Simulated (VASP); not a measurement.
Set up this calculation in VASP 6.6.1, as the native input.

* Task: single point
* Functional: PBE
* Potentials or basis: VASP PAW PBE potentials, release 64 (Mg, O)
* Cutoff: 520 eV
* k mesh: 17 × 17 × 17
* Occupations: fermi-dirac, width 0.0612256 eV
* Spin: no spin polarisation
* Dipole correction: no
* Further INCAR settings: ALGO = Normal; EDIFF = 1e-06; NBANDS = 12

The structure of Mg2O (antifluorite type) lies in POSCAR:

```
Mg2O
1.0
    0.0000000000      2.8750030885      2.8750030885
    2.8750030885      0.0000000000      2.8750030885
    2.8750030885      2.8750030885      0.0000000000
Mg O
2 1
Direct
    0.2500000000      0.2500000000      0.2500000000
    0.7500000000      0.7500000000      0.7500000000
    0.0000000000      0.0000000000      0.0000000000
```

These files were run (other wordings do the same):

INCAR

```
SYSTEM = Mg2O
  PREC = Accurate
  ENCUT = 520
  EDIFF = 1E-6
  ISMEAR = -1
  SIGMA = 0.06122561905347299
  LREAL = .False.
  LASPH = .True.
  NELM = 80
  ALGO = Normal
  ISIF = 2
  LWAVE = .False.
  LCHARG = .False.
  GGA = PE
  NBANDS = 12
```

KPOINTS

```
regular mesh
0
Gamma
  17 17 17
  0 0 0
```

Potentials or basis: VASP PAW PBE potentials, release 64 (Mg, O).

Launch:

```console
$ cat potpaw_PBE.64/Mg/POTCAR potpaw_PBE.64/O/POTCAR > POTCAR
$ mpirun -np 1 vasp_std > vasp.out
```

It gave:

| Item | Value |
| --- | --- |
| Pressure | -3.3 GPa |
| Band gap on the k mesh | 0.03 eV |

Caveat: the cell stands under tension; an odd mesh through Γ misses points on the zone boundary, where band edges can lie.

Run time: 35 s on 1 thread of AMD EPYC 9R45 96-Core Processor (Zen 5), on a shared host, peak memory 0.21 GiB.
